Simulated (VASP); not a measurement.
# Hf (I4/mmm) in VASP: a series of runs

Hf is run at these levels: PBE; tasks: electric field gradients.

All numbers are computed with VASP 6.6.1; they aren't measurements. Logs are shortened: lines on timing, memory, paths and dates and some standing lists are left out, and cuts for length are marked.

**1. The cell of the first run**

Symmetry: I4/mmm, No. 139, tetragonal system. The conventional cell has a = 3.140 Å, b = 3.140 Å, c = 4.351 Å, α = 90.00°, β = 90.00°, γ = 90.00°. Within 4.1 Å of Hf (site symmetry 4/mmm) lie 12 Hf at 3.11 to 3.14 Å.

**2. Electric field gradients, PBE (zz strain of -2 %)**

Input file INCAR:

```
SYSTEM = Hf
PREC = Accurate
ENCUT = 520
EDIFF = 1E-8
ISMEAR = -1
SIGMA = 0.03
LREAL = .FALSE.
LASPH = .TRUE.
NELM = 80
ALGO = Normal
ISIF = 2
LWAVE = .FALSE.
LCHARG = .FALSE.
GGA = PE
LEFG = .TRUE.
NBANDS = 11
```

Input file KPOINTS:

```
regular mesh
0
G
  13 13 13
  0 0 0
```

Input file POSCAR:

```
Hf
1.0
    0.0000000000      2.2200000000      2.1756000000
    2.2200000000      0.0000000000      2.1756000000
    2.2200000000      2.2200000000      0.0000000000
Hf
1
Direct
    0.0000000000      0.0000000000      0.0000000000
```

Potentials or basis: VASP PAW PBE potentials, release 64 (Hf_pv).

Run with:

```sh
> cat potpaw_PBE.64/Hf_pv/POTCAR > POTCAR
> mpirun -np 1 vasp_std > vasp.out
```

OUTCAR:

```text
SYSTEM = Hf
   PREC = Accurate
   ENCUT = 520
   EDIFF = 1E-8
   ISMEAR = -1
   LREAL = .FALSE.
   LASPH = .TRUE.
   NELM = 80
   ISIF = 2
   GGA = PE

 ion  position               nearest neighbor table
   1  0.000  0.000  0.000-

  LATTYP: Found a body centered tetragonal cell.
 ALAT       =     3.1395541085
 C/A-ratio  =     1.3859292911

  Lattice vectors:

 A1 = (   0.0000000000,  -2.2200000000,  -2.1756000000)
 A2 = (   0.0000000000,   2.2200000000,  -2.1756000000)
 A3 = (   2.2200000000,   0.0000000000,   2.1756000000)

Analysis of symmetry for initial positions (statically):
=====================================================================
 Subroutine PRICEL returns:
 Original cell was already a primitive cell.

 Routine SETGRP: Setting up the symmetry group for a
 body centered tetragonal supercell.

 Subroutine GETGRP returns: Found 16 space group operations
 (whereof 16 operations were pure point group operations)
 out of a pool of 16 trial point group operations.

The static configuration has the point symmetry D_4h.

Analysis of symmetry for dynamics (positions and initial velocities):
=====================================================================
 Subroutine PRICEL returns:
 Original cell was already a primitive cell.

 Routine SETGRP: Setting up the symmetry group for a
 body centered tetragonal supercell.

 Subroutine GETGRP returns: Found 16 space group operations
 (whereof 16 operations were pure point group operations)
 out of a pool of 16 trial point group operations.

The dynamic configuration has the point symmetry D_4h.

 Subroutine INISYM returns: Found 16 space group operations
 (whereof 16 operations are pure point group operations),
 and found     1 'primitive' translations

----------------------------------------------------------------------------------------

                                     Primitive cell

  volume of cell :      21.4445

  direct lattice vectors                    reciprocal lattice vectors
     0.000000000  2.220000000  2.175600000    -0.225225225  0.225225225  0.229821658
     2.220000000  0.000000000  2.175600000     0.225225225 -0.225225225  0.229821658
     2.220000000  2.220000000  0.000000000     0.225225225  0.225225225 -0.229821658

  length of vectors
     3.108317127  3.108317127  3.139554108     0.392773216  0.392773216  0.392773216

  position of ions in fractional coordinates (direct lattice)
     0.000000000  0.000000000  0.000000000

  ion indices of the primitive-cell ions
   primitive index   ion index
                 1           1

----------------------------------------------------------------------------------------

 KPOINTS: regular mesh

Automatic generation of k-mesh.
 Grid dimensions read from file:
 generate k-points for:   13   13   13

 Generating k-lattice:

  Cartesian coordinates                     Fractional coordinates (reciprocal lattice)
    -0.017325017  0.017325017  0.017678589     0.076923077 -0.000000000  0.000000000
     0.017325017 -0.017325017  0.017678589    -0.000000000  0.076923077  0.000000000
     0.017325017  0.017325017 -0.017678589     0.000000000  0.000000000  0.076923077

  Length of vectors
     0.030213324  0.030213324  0.030213324

  Shift w.r.t. Gamma in fractional coordinates (k-lattice)
     0.000000000  0.000000000  0.000000000

 Subroutine IBZKPT returns following result:
 ===========================================

 Found    196 irreducible k-points:

 Following reciprocal coordinates:
            Coordinates               Weight
  0.000000  0.000000  0.000000      1.000000
  0.076923  0.000000  0.000000      8.000000
  0.153846 -0.000000  0.000000      8.000000
  0.230769  0.000000  0.000000      8.000000
  0.307692 -0.000000  0.000000      8.000000
  0.384615  0.000000  0.000000      8.000000
[... 16 lines left out ...]
  0.384615  0.153846  0.000000      8.000000
  0.461538  0.153846  0.000000      8.000000
 [... further k-points ...]
   k-points           NKPTS =    196   k-points in BZ     NKDIM =    196   number of bands    NBANDS=     11
   number of dos      NEDOS =    301   number of ions     NIONS =      1
   total plane-waves  NPLWV =  13824
   dimension x,y,z NGX =    24 NGY =   24 NGZ =   24
   dimension x,y,z NGXF=    48 NGYF=   48 NGZF=   48
   ions per type =               1
   NGX,Y,Z   is equivalent  to a cutoff of  12.84, 12.84, 12.71 a.u.
   NGXF,Y,Z  is equivalent  to a cutoff of  25.67, 25.67, 25.42 a.u.
 SYSTEM =  Hf
   PREC   = accura    normal or accurate (medium, high low for compatibility)
   ISTART =      0    job   : 0-new  1-cont  2-samecut
   ICHARG =      2    charge: 1-file 2-atom 10-const
   ISPIN  =      1    spin polarized calculation?
   LNONCOLLINEAR =      F non collinear calculations
   LSORBIT =      F    spin-orbit coupling
   LASPH  =      T    aspherical Exc in radial PAW
   ENCUT  =  520.0 eV  38.22 Ry    6.18 a.u.   5.78  5.78  5.84*2*pi/ulx,y,z
   NELM   =     80;   NELMIN=  2; NELMDL= -5     # of ELM steps
   EDIFF  = 0.1E-07   stopping-criterion for ELM
   LREAL  =      F    real-space projection
   EDIFFG = 0.1E-06   stopping-criterion for IOM
   NSW    =      0    number of steps for IOM
   IBRION =     -1    ionic relax: 0-MD 1-quasi-New 2-CG
   NFREE  =      0    steps in history (QN), initial steepest desc. (CG)
   ISIF   =      2    stress and relaxation
   ISYM   =      2    0-nonsym 1-usesym 2-fastsym
   POTIM  = 0.5000    time-step for ionic-motion
   TEBEG  =    0.0;   TEEND  =   0.0 temperature during run
   PSTRESS=    0.0 pullay stress
   NELECT =      10.0000    total number of electrons
   NUPDOWN=      -1.0000    fix difference up-down
   EMIN   =  10.00;   EMAX   =-10.00  energy-range for DOS
   EFERMI =   0.00;   METHOD = LEGACY
   ISMEAR =    -1;   SIGMA  =   0.03  broadening in eV -4-tet -1-fermi 0-gaus
   EFERMI_NEDOS =   21; number of points for ismear=-14 and -15
   IALGO  =     38    algorithm
   IMIX   =      4    mixing-type and parameters
     AMIX     =   0.40;   BMIX     =  1.00
     AMIX_MAG =   1.60;   BMIX_MAG =  1.00
  volume/ion in A,a.u.               =      21.44       144.71
  Fermi-wavevector in a.u.,A,eV,Ry     =   1.269511  2.399028 21.927944  1.611658
  Thomas-Fermi vector in A             =   2.402548
   LORBIT       =      0    0 simple, 1 ext, 2 COOP (PROOUT), +10 PAW based schemes
   GGA     = PE    functional components
   LHFCALC =     F    Hartree Fock is set to
   AEXX    =    0.0000 exact exchange contribution
   IVDW    =     0    specifies the selected vdW correction
   LEPSILON=     F    determine dielectric tensor
   LRPA    =     F    only Hartree local field effects (RPA)
 non-spin polarized calculation
  energy-cutoff  :      520.00
  volume of cell :       21.44
 maximum number of plane-waves:       590
   NGX = 11   NGY = 11   NGZ = 11

 number of electron      10.0000001 magnetization

 Free energy of the ion-electron system (eV)
  ---------------------------------------------------
  ext. energy  EPLUGINS =         0.00000000
  ---------------------------------------------------
  free energy    TOTEN  =        -9.83913707 eV

  energy without entropy =       -9.83535537  energy(sigma->0) =       -9.83724622

 E-fermi :   5.0263     XC(G=0): -11.4799

 val. band max:        5.0224816474   @ k =   0.3077  -0.0000   0.0000
 cond. band min:       5.0301505290   @ k =  -0.2308   0.0769   0.0000
 fundamental gap:      0.0076688815
 Fermi energy:         5.0263193036

 k-point     1 :       0.0000    0.0000    0.0000
  band No.  band energies     occupation
      1     -24.8230      2.00000
      2     -24.8213      2.00000
      3     -24.8213      2.00000
      4      -2.3149      2.00000
      5       6.3825      0.00000
      6       6.3825      0.00000
      7       6.6204      0.00000
      8       9.2271      0.00000
      9       9.5730      0.00000
     10      16.5007      0.00000
     11      18.2516      0.00000

 k-point     2 :       0.0769    0.0000    0.0000
  band No.  band energies     occupation
      1     -24.8795      2.00000
      2     -24.8293      2.00000
      3     -24.8288      2.00000
      4      -2.0978      2.00000
      5       6.2175      0.00000
      6       6.4842      0.00000
      7       6.6686      0.00000
      8       9.1225      0.00000
      9       9.4473      0.00000
     10      16.9830      0.00000
     11      18.2508      0.00000
[... 295 lines left out ...]
 k-point    24 :       0.4615    0.1538    0.0000
  band No.  band energies     occupation
      1     -25.6484      2.00000
      2     -25.0411      2.00000
      3     -25.0081      2.00000
      4       1.8293      2.00000
      5       4.5700      2.00000
      6       5.8038      0.00000
      7       6.9347      0.00000
      8      11.2587      0.00000
      9      11.7981      0.00000
     10      15.0918      0.00000
     11      18.2461      0.00000

 [... further k-points ...]
[... 5 lines left out ...]
  --------------------------------------------------------------------------------------
  -------------------------------------------------------------------------------------
  Total        0.6794668      0.6794668      0.7421759      0.0000000     -0.0000000     -0.0000000
  in kB       50.7649376     50.7649376     55.4501161      0.0000000     -0.0000000     -0.0000000
  external PRESSURE =      52.3266638 kB  Pullay stress =       0.0000000 kB

 VOLUME and BASIS-vectors are now :
 -----------------------------------------------------------------------------
  energy-cutoff  :      520.00
  volume of cell :       21.44
      direct lattice vectors                 reciprocal lattice vectors
     0.000000000  2.220000000  2.175600000    -0.225225225  0.225225225  0.229821658
     2.220000000  0.000000000  2.175600000     0.225225225 -0.225225225  0.229821658
     2.220000000  2.220000000  0.000000000     0.225225225  0.225225225 -0.229821658

 POSITION                                       TOTAL-FORCE (eV/Angst)
 -----------------------------------------------------------------------------------
      0.00000      0.00000      0.00000         0.000000      0.000000      0.000000
 -----------------------------------------------------------------------------------
    total drift:                               -0.000000      0.000000     -0.000000

  FREE ENERGIE OF THE ION-ELECTRON SYSTEM (eV)
  ---------------------------------------------------
  free  energy   TOTEN  =        -9.8391370712 eV

  energy  without entropy=       -9.8353553700  energy(sigma->0) =       -9.83724622

 Electric field gradients (V/A^2)
---------------------------------------------------------------------
 ion       V_xx      V_yy      V_zz      V_xy      V_xz      V_yz
---------------------------------------------------------------------
   1     -10.261   -10.261    20.522    -0.000    -0.000    -0.000
---------------------------------------------------------------------

 Electric field gradients after diagonalization (V/A^2)
 (convention: |V_zz| > |V_xx| > |V_yy|)
----------------------------------------------------------------------
 ion       V_xx      V_yy      V_zz     asymmetry (V_yy - V_xx)/ V_zz
----------------------------------------------------------------------
   1     -10.261   -10.261    20.522       0.000
----------------------------------------------------------------------

           NMR quadrupolar parameters

 Cq : quadrupolar parameter    Cq=e*Q*V_zz/h
 eta: asymmetry parameters     (V_yy - V_xx)/ V_zz
 Q  : nuclear electric quadrupole moment in mb (millibarn)
----------------------------------------------------------------------
 ion       Cq(MHz)       eta       Q (mb)
----------------------------------------------------------------------
   1       0.050       0.000       1.000
----------------------------------------------------------------------
```

Run time: 39 s. Hardware: 1 thread of Intel Xeon 8259CL, shared host; peak memory 0.17 GiB.

What came out:

```
Free energy            : -9.8391 eV
Pressure               : 5.2 GPa
Band gap on the k mesh : zero (band 5 reaches 6.38 eV, above the bottom of band 6 at 4.41 eV)
```

Stress tensor (GPa, compression positive):
```
5.08 0.00 0.00
0.00 5.08 0.00
0.00 0.00 5.55
```

Electric field gradients, principal values (V/Å²):
| atom | least | middle | greatest (by size) |
| --- | --- | --- | --- |
| 1 Hf | -10.261 | -10.261 | 20.522 |

Caveat: the cell differs from its parent crystal (zz strain of -2 %); without QUAD_EFG the Cq values of the log hold for a quadrupole moment of 1 mb, not for the nuclei; spin-orbit coupling is left out, which moves the levels of the heavy elements.

**3. Electric field gradients, PBE (zz strain of -2 %)**

Input file INCAR:

```
PREC = Accurate
ENCUT = 520
EDIFF = 1E-8
ISMEAR = -1
SIGMA = 0.03
LREAL = F
LASPH = T
NELM = 100
ALGO = Normal
ISIF = 2
LWAVE = F
LCHARG = F
GGA = PE
LEFG = T
NBANDS = 11
```

Input file KPOINTS:

```
Automatic mesh
0
Gamma
  13 13 13
```

POSCAR is that of step 2.

Potentials or basis: VASP PAW PBE potentials, release 64 (Hf_pv).

Run with:

```sh
> cat potpaw_PBE.64/Hf_pv/POTCAR > POTCAR
> mpirun -np 1 vasp_std > vasp.out
```

OUTCAR:

```text
PREC = Accurate
   ENCUT = 520
   EDIFF = 1E-8
   ISMEAR = -1
   LREAL = F
   LASPH = T
   NELM = 100
   ISIF = 2
   GGA = PE

 ion  position               nearest neighbor table
   1  0.000  0.000  0.000-

  LATTYP: Found a body centered tetragonal cell.
 ALAT       =     3.1395541085
 C/A-ratio  =     1.3859292911

  Lattice vectors:

 A1 = (   0.0000000000,  -2.2200000000,  -2.1756000000)
 A2 = (   0.0000000000,   2.2200000000,  -2.1756000000)
 A3 = (   2.2200000000,   0.0000000000,   2.1756000000)

Analysis of symmetry for initial positions (statically):
=====================================================================
 Subroutine PRICEL returns:
 Original cell was already a primitive cell.

 Routine SETGRP: Setting up the symmetry group for a
 body centered tetragonal supercell.

 Subroutine GETGRP returns: Found 16 space group operations
 (whereof 16 operations were pure point group operations)
[... 515 lines left out ...]

 VOLUME and BASIS-vectors are now :
 -----------------------------------------------------------------------------
  energy-cutoff  :      520.00
  volume of cell :       21.44
      direct lattice vectors                 reciprocal lattice vectors
     0.000000000  2.220000000  2.175600000    -0.225225225  0.225225225  0.229821658
     2.220000000  0.000000000  2.175600000     0.225225225 -0.225225225  0.229821658
     2.220000000  2.220000000  0.000000000     0.225225225  0.225225225 -0.229821658

 POSITION                                       TOTAL-FORCE (eV/Angst)
 -----------------------------------------------------------------------------------
      0.00000      0.00000      0.00000         0.000000      0.000000      0.000000
 -----------------------------------------------------------------------------------
    total drift:                               -0.000000      0.000000     -0.000000

  FREE ENERGIE OF THE ION-ELECTRON SYSTEM (eV)
  ---------------------------------------------------
  free  energy   TOTEN  =        -9.8391370712 eV

  energy  without entropy=       -9.8353553700  energy(sigma->0) =       -9.83724622

 Electric field gradients (V/A^2)
---------------------------------------------------------------------
 ion       V_xx      V_yy      V_zz      V_xy      V_xz      V_yz
---------------------------------------------------------------------
   1     -10.261   -10.261    20.522    -0.000    -0.000    -0.000
---------------------------------------------------------------------

 Electric field gradients after diagonalization (V/A^2)
 (convention: |V_zz| > |V_xx| > |V_yy|)
----------------------------------------------------------------------
 ion       V_xx      V_yy      V_zz     asymmetry (V_yy - V_xx)/ V_zz
----------------------------------------------------------------------
   1     -10.261   -10.261    20.522       0.000
----------------------------------------------------------------------

           NMR quadrupolar parameters

 Cq : quadrupolar parameter    Cq=e*Q*V_zz/h
 eta: asymmetry parameters     (V_yy - V_xx)/ V_zz
 Q  : nuclear electric quadrupole moment in mb (millibarn)
----------------------------------------------------------------------
 ion       Cq(MHz)       eta       Q (mb)
----------------------------------------------------------------------
   1       0.050       0.000       1.000
----------------------------------------------------------------------
```

stdout:

```text
POSCAR found type information on POSCAR Hf
 POSCAR found :  1 types and       1 ions
 scaLAPACK will be used
 LDA part: xc-table for (Slater+PW92), standard interpolation
 POSCAR, INCAR and KPOINTS ok, starting setup
 FFT: planning ... GRIDC
 FFT: planning ... GRID_SOFT
 FFT: planning ... GRID
 WAVECAR not read
 entering main loop
ion   1
```

It took 42 s on 1 thread of Intel Xeon 8259CL, shared host; peak memory 0.17 GiB.

What came out:

```
Free energy            : -9.8391 eV
Pressure               : 5.2 GPa
Band gap on the k mesh : zero (band 5 reaches 6.38 eV, above the bottom of band 6 at 4.41 eV)
```

Electric field gradients, principal values (V/Å²):
| atom | least | middle | greatest (by size) |
| --- | --- | --- | --- |
| 1 Hf | -10.261 | -10.261 | 20.522 |

Caveat: the cell differs from its parent crystal (zz strain of -2 %); without QUAD_EFG the Cq values of the log hold for a quadrupole moment of 1 mb, not for the nuclei; spin-orbit coupling is left out, which moves the levels of the heavy elements.

(Continued in part 2 of 2.)
